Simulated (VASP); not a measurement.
# Ti12O in VASP: single point with PBE

Aim: the single point of Ti12O with PBE.

All numbers are computed with VASP 6.6.1; they aren't measurements. Logs are shortened: lines on timing, memory, paths and dates and some standing lists are left out, and cuts for length are marked.

### 1 The cell of the first run

The cell holds a slab with vacuum, 13 atoms: a = 5.815 Å, b = 5.815 Å, c = 19.306 Å, α = 90.00°, β = 90.00°, γ = 90.00°.

### 2 Single point, PBE

Input file INCAR:

```
SYSTEM = Ti12O
PREC = Accurate ; ENCUT = 520
EDIFF = 1E-6 ; ISMEAR = 0
SIGMA = 0.1 ; LREAL = .False.
LASPH = .True. ; NELM = 80
ALGO = Normal ; ISIF = 2
LWAVE = .False. ; LCHARG = .False.
LDIPOL = .True. ; IDIPOL = 3
DIPOL = 0.5 0.5 0.319 ; GGA = PE
NBANDS = 87
```

Input file KPOINTS:

```
regular mesh
0
Gamma
  5 5 1
  0 0 0
```

Input file POSCAR:

```
Ti12O
1.0
    5.8150893847      0.0000000000      0.0000000000
    0.0000000000      5.8150893847      0.0000000000
    0.0000000000      0.0000000000     19.3059825436
Ti O
12 1
Direct
    0.2500000000      0.2500000000      0.2071896621
    0.2500000000      0.7500000000      0.2071896621
    0.7500000000      0.2500000000      0.2071896621
    0.7500000000      0.7500000000      0.2071896621
    0.0000000000      0.0000000000      0.3057583574
    0.0000000000      0.5000000000      0.3057583574
    0.5000000000      0.0000000000      0.3057583574
    0.5000000000      0.5000000000      0.3057583574
    0.2500000000      0.2500000000      0.4043297214
    0.2500000000      0.7500000000      0.4043297214
    0.7500000000      0.2500000000      0.4043297214
    0.7500000000      0.7500000000      0.4043297214
    0.2500000000      0.4166666667      0.4781635994
```

Potentials or basis: VASP PAW PBE potentials, release 64 (Ti_sv, O).

Run with:

```console
$ cat potpaw_PBE.64/Ti_sv/POTCAR potpaw_PBE.64/O/POTCAR > POTCAR
$ mpirun -np 1 vasp_std > vasp.out
```

OUTCAR:

```text
SYSTEM = Ti12O
   PREC = Accurate
   ENCUT = 520
   EDIFF = 1E-6
   ISMEAR = 0
   LREAL = .False.
   LASPH = .True.
   NELM = 80
   ISIF = 2
   GGA = PE

 ion  position               nearest neighbor table
   1  0.250  0.250  0.207-   5 2.80   6 2.80   7 2.80   8 2.80   2 2.91   3 2.91   2 2.91   3 2.91

   2  0.250  0.750  0.207-   5 2.80   6 2.80   7 2.80   8 2.80   1 2.91   4 2.91   1 2.91   4 2.91

   3  0.750  0.250  0.207-   5 2.80   6 2.80   7 2.80   8 2.80   1 2.91   4 2.91   4 2.91   1 2.91

   4  0.750  0.750  0.207-   5 2.80   6 2.80   7 2.80   8 2.80   2 2.91   3 2.91   3 2.91   2 2.91

   5  0.000  0.000  0.306-   1 2.80   2 2.80   3 2.80   4 2.80   9 2.80  10 2.80  11 2.80  12 2.80
                             6 2.91   7 2.91   6 2.91   7 2.91
   6  0.000  0.500  0.306-   1 2.80   2 2.80   3 2.80   4 2.80   9 2.80  10 2.80  11 2.80  12 2.80
                             5 2.91   8 2.91   5 2.91   8 2.91
   7  0.500  0.000  0.306-   1 2.80   2 2.80   3 2.80   4 2.80   9 2.80  10 2.80  11 2.80  12 2.80
                             5 2.91   8 2.91   8 2.91   5 2.91
   8  0.500  0.500  0.306-   1 2.80   2 2.80   3 2.80   4 2.80   9 2.80  10 2.80  11 2.80  12 2.80
                             6 2.91   7 2.91   7 2.91   6 2.91
   9  0.250  0.250  0.404-  13 1.72   6 2.80   7 2.80   8 2.80   5 2.80  11 2.91  10 2.91  10 2.91
                            11 2.91
  10  0.250  0.750  0.404-  13 2.41   6 2.80   7 2.80   8 2.80   5 2.80  12 2.91   9 2.91   9 2.91
                            12 2.91
  11  0.750  0.250  0.404-   5 2.80   6 2.80   7 2.80   8 2.80   9 2.91  12 2.91  12 2.91   9 2.91

  12  0.750  0.750  0.404-   5 2.80   6 2.80   7 2.80   8 2.80  10 2.91  11 2.91  11 2.91  10 2.91

  13  0.250  0.417  0.478-   9 1.72  10 2.41

  LATTYP: Found a simple tetragonal cell.
 ALAT       =     5.8150893847
 C/A-ratio  =     3.3199803591

  Lattice vectors:

 A1 = (   5.8150893847,   0.0000000000,   0.0000000000)
 A2 = (   0.0000000000,   5.8150893847,   0.0000000000)
 A3 = (   0.0000000000,   0.0000000000,  19.3059825436)

Analysis of symmetry for initial positions (statically):
=====================================================================
 Subroutine PRICEL returns:
 Original cell was already a primitive cell.

 Routine SETGRP: Setting up the symmetry group for a
 simple tetragonal supercell.

 Subroutine GETGRP returns: Found  2 space group operations
 (whereof  1 operations were pure point group operations)
 out of a pool of 16 trial point group operations.

The static configuration has the point symmetry C_1 .
 The point group associated with its full space group is C_1h.

Analysis of symmetry for dynamics (positions and initial velocities):
=====================================================================
 Subroutine PRICEL returns:
 Original cell was already a primitive cell.

 Routine SETGRP: Setting up the symmetry group for a
 simple tetragonal supercell.

 Subroutine GETGRP returns: Found  2 space group operations
 (whereof  1 operations were pure point group operations)
 out of a pool of 16 trial point group operations.

The dynamic configuration has the point symmetry C_1 .
 The point group associated with its full space group is C_1h.

 Subroutine INISYM returns: Found  2 space group operations
 (whereof  1 operations are pure point group operations),
 and found     1 'primitive' translations

----------------------------------------------------------------------------------------

                                     Primitive cell

  volume of cell :     652.8369

  direct lattice vectors                    reciprocal lattice vectors
     5.815089385  0.000000000  0.000000000     0.171966402  0.000000000  0.000000000
     0.000000000  5.815089385  0.000000000     0.000000000  0.171966402  0.000000000
     0.000000000  0.000000000 19.305982544     0.000000000  0.000000000  0.051797416

  length of vectors
     5.815089385  5.815089385 19.305982544     0.171966402  0.171966402  0.051797416

  position of ions in fractional coordinates (direct lattice)
     0.250000000  0.250000000  0.207189662
     0.250000000  0.750000000  0.207189662
     0.750000000  0.250000000  0.207189662
     0.750000000  0.750000000  0.207189662
     0.000000000  0.000000000  0.305758357
     0.000000000  0.500000000  0.305758357
     0.500000000  0.000000000  0.305758357
     0.500000000  0.500000000  0.305758357
     0.250000000  0.250000000  0.404329721
     0.250000000  0.750000000  0.404329721
     0.750000000  0.250000000  0.404329721
     0.750000000  0.750000000  0.404329721
     0.250000000  0.416666667  0.478163599

  ion indices of the primitive-cell ions
   primitive index   ion index
                 1           1
                 2           2
                 3           3
                 4           4
                 5           5
                 6           6
                 7           7
                 8           8
                 9           9
                10          10
                11          11
                12          12
                13          13

----------------------------------------------------------------------------------------

 KPOINTS: regular mesh

Automatic generation of k-mesh.
 Grid dimensions read from file:
 generate k-points for:    5    5    1

 Generating k-lattice:

  Cartesian coordinates                     Fractional coordinates (reciprocal lattice)
     0.034393280  0.000000000  0.000000000     0.200000000  0.000000000  0.000000000
     0.000000000  0.034393280  0.000000000     0.000000000  0.200000000  0.000000000
     0.000000000  0.000000000  0.051797416     0.000000000  0.000000000  1.000000000

  Length of vectors
     0.034393280  0.034393280  0.051797416

  Shift w.r.t. Gamma in fractional coordinates (k-lattice)
     0.000000000  0.000000000  0.000000000

 Subroutine IBZKPT returns following result:
 ===========================================

 Found      9 irreducible k-points:

 Following reciprocal coordinates:
            Coordinates               Weight
  0.000000  0.000000  0.000000      1.000000
  0.200000  0.000000  0.000000      2.000000
  0.000000  0.200000  0.000000      2.000000
  0.400000  0.000000  0.000000      2.000000
  0.000000  0.400000  0.000000      2.000000
  0.200000  0.200000  0.000000      4.000000
  0.400000  0.200000  0.000000      4.000000
 -0.200000  0.400000  0.000000      4.000000
  0.400000  0.400000  0.000000      4.000000
   k-points           NKPTS =      9   k-points in BZ     NKDIM =      9   number of bands    NBANDS=     87
   number of dos      NEDOS =    301   number of ions     NIONS =     13
   total plane-waves  NPLWV = 331776
   dimension x,y,z NGX =    48 NGY =   48 NGZ =  144
   dimension x,y,z NGXF=    96 NGYF=   96 NGZF=  288
   ions per type =              12   1
   NGX,Y,Z   is equivalent  to a cutoff of  13.72, 13.72, 12.40 a.u.
   NGXF,Y,Z  is equivalent  to a cutoff of  27.45, 27.45, 24.80 a.u.
 SYSTEM =  Ti12O
   PREC   = accura    normal or accurate (medium, high low for compatibility)
   ISTART =      0    job   : 0-new  1-cont  2-samecut
   ICHARG =      2    charge: 1-file 2-atom 10-const
   ISPIN  =      1    spin polarized calculation?
   LNONCOLLINEAR =      F non collinear calculations
   LSORBIT =      F    spin-orbit coupling
   LASPH  =      T    aspherical Exc in radial PAW
   ENCUT  =  520.0 eV  38.22 Ry    6.18 a.u.  10.81 10.81 35.90*2*pi/ulx,y,z
   NELM   =     80;   NELMIN=  2; NELMDL= -5     # of ELM steps
   EDIFF  = 0.1E-05   stopping-criterion for ELM
   LREAL  =      F    real-space projection
   EDIFFG = 0.1E-04   stopping-criterion for IOM
   NSW    =      0    number of steps for IOM
   IBRION =     -1    ionic relax: 0-MD 1-quasi-New 2-CG
   NFREE  =      0    steps in history (QN), initial steepest desc. (CG)
   ISIF   =      2    stress and relaxation
   ISYM   =      2    0-nonsym 1-usesym 2-fastsym
   POTIM  = 0.5000    time-step for ionic-motion
   TEBEG  =    0.0;   TEEND  =   0.0 temperature during run
   PSTRESS=    0.0 pullay stress
   NELECT =     150.0000    total number of electrons
   NUPDOWN=      -1.0000    fix difference up-down
   EMIN   =  10.00;   EMAX   =-10.00  energy-range for DOS
   EFERMI =   0.00;   METHOD = LEGACY
   ISMEAR =     0;   SIGMA  =   0.10  broadening in eV -4-tet -1-fermi 0-gaus
   EFERMI_NEDOS =   21; number of points for ismear=-14 and -15
   IALGO  =     38    algorithm
   IMIX   =      4    mixing-type and parameters
     AMIX     =   0.40;   BMIX     =  1.00
     AMIX_MAG =   1.60;   BMIX_MAG =  1.00
  volume/ion in A,a.u.               =      50.22       338.89
  Fermi-wavevector in a.u.,A,eV,Ry     =   1.002698  1.894825 13.679355  1.005404
  Thomas-Fermi vector in A             =   2.135203
   LORBIT       =      0    0 simple, 1 ext, 2 COOP (PROOUT), +10 PAW based schemes
   GGA     = PE    functional components
   LHFCALC =     F    Hartree Fock is set to
   AEXX    =    0.0000 exact exchange contribution
   IVDW    =     0    specifies the selected vdW correction
   LEPSILON=     F    determine dielectric tensor
   LRPA    =     F    only Hartree local field effects (RPA)
 non-spin polarized calculation
 Gauss-broadening in eV      SIGMA  =   0.10
  energy-cutoff  :      520.00
  volume of cell :      652.84
 maximum number of plane-waves:     17596
 NGX is ok and might be reduce to    48
   NGX = 21   NGY = 21   NGZ = 71

 dipolmoment           0.000000      0.000000     -0.705113 electrons x Angstroem

 number of electron     150.0000050 magnetization

 dipolmoment           0.000000      0.000000      0.085966 electrons x Angstroem

 Free energy of the ion-electron system (eV)
  ---------------------------------------------------
  ext. energy  EPLUGINS =         0.00000000
  ---------------------------------------------------
  free energy    TOTEN  =       -95.30069750 eV

  energy without entropy =      -95.14622934  energy(sigma->0) =      -95.22346342

 E-fermi :   0.0991     XC(G=0):  -4.7431

 val. band max:        0.0936102246   @ k =   0.4000   0.2000   0.0000
 cond. band min:       0.1100028309   @ k =   0.0000   0.0000   0.0000
 fundamental gap:      0.0163926063
 Fermi energy:         0.0991323399

 k-point     1 :       0.0000    0.0000    0.0000
  band No.  band energies     occupation
      1     -56.8229      2.00000
      2     -56.7894      2.00000
      3     -56.7332      2.00000
      4     -56.6976      2.00000
      5     -56.6464      2.00000
      6     -56.6322      2.00000
[... 79 lines left out ...]
     86       1.0025      0.00000
     87       1.0845      0.00000

 k-point     2 :       0.2000    0.0000    0.0000
  band No.  band energies     occupation
      1     -56.8200      2.00000
      2     -56.7903      2.00000
      3     -56.7347      2.00000
      4     -56.6943      2.00000
      5     -56.6441      2.00000
      6     -56.6357      2.00000
[... 619 lines left out ...]
     86       1.1197      0.00000
     87       1.1735      0.00000

 k-point     9 :       0.4000    0.4000    0.0000
  band No.  band energies     occupation
      1     -56.8124      2.00000
      2     -56.7841      2.00000
      3     -56.7461      2.00000
      4     -56.6748      2.00000
      5     -56.6532      2.00000
      6     -56.6310      2.00000
[... 79 lines left out ...]
     86       0.9750      0.00000
     87       1.0682      0.00000

------------------------ aborting loop because EDIFF is reached ----------------------------------------

 vacuum level on the upper side and lower side of the slab       (xc-potential included)         0.053        -0.407

  FORCE on cell =-STRESS in cart. coord.  units (eV):
  Direction    XX          YY          ZZ          XY          YZ          ZX
  --------------------------------------------------------------------------------------
  -------------------------------------------------------------------------------------
  Total       -2.7643219     -4.0537790      2.0389883      0.0000000      2.0020442      0.0000000
  in kB       -6.7841353     -9.9486913      5.0040382      0.0000000      4.9133708      0.0000000
  external PRESSURE =      -3.9095961 kB  Pullay stress =       0.0000000 kB

 VOLUME and BASIS-vectors are now :
 -----------------------------------------------------------------------------
  energy-cutoff  :      520.00
  volume of cell :      652.84
      direct lattice vectors                 reciprocal lattice vectors
     5.815089385  0.000000000  0.000000000     0.171966402  0.000000000  0.000000000
     0.000000000  5.815089385  0.000000000     0.000000000  0.171966402  0.000000000
     0.000000000  0.000000000 19.305982544     0.000000000  0.000000000  0.051797416

 POSITION                                       TOTAL-FORCE (eV/Angst)
 -----------------------------------------------------------------------------------
      1.45377      1.45377      4.00000         0.000000      0.023243     -0.004806
      1.45377      4.36132      4.00000         0.000000      0.036105      0.024762
      4.36132      1.45377      4.00000         0.000000     -0.003469      0.093636
      4.36132      4.36132      4.00000         0.000000      0.011040      0.185876
      0.00000      0.00000      5.90297        -0.158751     -0.087619     -0.387864
      0.00000      2.90754      5.90297        -0.090683      0.048832     -0.424620
      2.90754      0.00000      5.90297         0.158751     -0.087619     -0.387864
      2.90754      2.90754      5.90297         0.090683      0.048832     -0.424620
      1.45377      1.45377      7.80598         0.000000     -0.026742      0.292904
      1.45377      4.36132      7.80598         0.000000     -1.557067      1.168232
      4.36132      1.45377      7.80598         0.000000     -0.308884      0.034622
      4.36132      4.36132      7.80598         0.000000      0.423106     -0.299958
      1.45377      2.42295      9.23142         0.000000      1.480243      0.129699
 -----------------------------------------------------------------------------------
    total drift:                                0.000000     -0.000064      0.000043

  FREE ENERGIE OF THE ION-ELECTRON SYSTEM (eV)
  ---------------------------------------------------
  free  energy   TOTEN  =       -95.3006975003 eV

  energy  without entropy=      -95.1462293376  energy(sigma->0) =      -95.22346342

 vacuum level on the upper side and lower side of the slab         4.238         3.758
```

Wall time 17 min (1 thread of Intel Xeon 6975P-C (Granite Rapids), shared host); peak memory 0.86 GiB.

What came out:

* Free energy: -95.3007 eV
* Largest force: 1.947 eV/Å
* Band gap on the k mesh: zero (bands 75 and 76 overlap by 0.20 eV)

Forces in eV/Å, atoms in the order of the input:
```
Ti   0.000  0.023 -0.005
Ti   0.000  0.036  0.025
Ti   0.000 -0.003  0.094
Ti   0.000  0.011  0.186
Ti  -0.159 -0.088 -0.388
Ti  -0.091  0.049 -0.425
Ti   0.159 -0.088 -0.388
Ti   0.091  0.049 -0.425
Ti   0.000 -0.027  0.293
Ti   0.000 -1.557  1.168
Ti   0.000 -0.309  0.035
Ti   0.000  0.423 -0.300
O    0.000  1.480  0.130
```
